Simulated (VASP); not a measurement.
A run of VASP 6.6.1 is set up as follows.

INCAR

```
ALGO = Normal ; EDIFF = 1E-6
ENCUT = 520 ; GGA = PE
ISIF = 2 ; ISMEAR = -1
LASPH = T ; LCHARG = T
LELF = T ; LREAL = F
LVHAR = T ; LWAVE = F
NBANDS = 18 ; NELM = 100
PREC = Accurate ; SIGMA = 0.1
```

The input KPOINTS:

```
k-points
0
Gamma
  15 15 15
```

POSCAR

```
Lu
1.0
    0.0000000000      2.3031032441      2.3031032441
    2.3031032441      0.0000000000      2.3031032441
    2.3031032441      2.3031032441      0.0000000000
Lu
1
Direct
    0.0000000000      0.0000000000      0.0000000000
```

Potentials or basis: VASP PAW PBE potentials, release 64 (Lu).

Run with:

```bash
$ cat potpaw_PBE.64/Lu/POTCAR > POTCAR
$ mpirun -np 1 vasp_std > vasp.out
```

Predict the pressure.

10.1 GPa.

Estimate the band gap on the k mesh.

zero (an odd number of electrons rules out a gap without spin polarisation).

Caveat: the cell stands under pressure; spin-orbit coupling is left out, which moves the levels of the heavy elements.
